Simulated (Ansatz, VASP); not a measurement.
# Two plane-wave programs on FeH6C2

```
H Fe C
1.0
     0.00000    2.95267    2.95267
     2.95267    0.00000    2.95267
     2.95267    2.95267    0.00000
H Fe C
6 1 2
Direct
  0.75800 0.24200 0.24200
  0.24200 0.75800 0.24200
  0.24200 0.75800 0.75800
  0.75800 0.24200 0.75800
  0.24200 0.24200 0.75800
  0.75800 0.75800 0.24200
  0.00000 0.00000 0.00000
  0.25000 0.25000 0.25000
  0.75000 0.75000 0.75000
```

Alike in both runs: task single point; functional r2SCAN; k mesh 5 × 5 × 5; occupations tetrahedron; no spin polarisation.

|  | VASP | Ansatz |
| --- | --- | --- |
| version | VASP 6.6.1 | Ansatz 0.2.0 |
| potentials or method | VASP PAW PBE potentials, release 64 (H, Fe, C), cutoff 520 eV | PAW plane waves |
| valence electrons in the cell | 22 | 30 |

|  | VASP | Ansatz | Ansatz less VASP |
| --- | --- | --- | --- |
| gap on the k mesh at the Fermi level (eV) | 0.02 | 0.02 | +0.003 |
| pressure (GPa) | 5.4 | 4.7 | -0.66 |
| rms of the force components (eV/Å) | 1.141 | 1.105 | -0.0362 |

VASP's potentials were made for PBE, not for r2SCAN. Atom by atom the forces differ by 0.036 eV/Å (rms over components). The functional is the same, so the differences come from potentials, cutoffs and numerics. VASP's potentials hold 22 valence electrons a cell and Ansatz's 30, so a difference there can come from the potentials and not from the codes. Ansatz's warnings: band table not solved further, tetrahedron derivatives may miss energy slope.
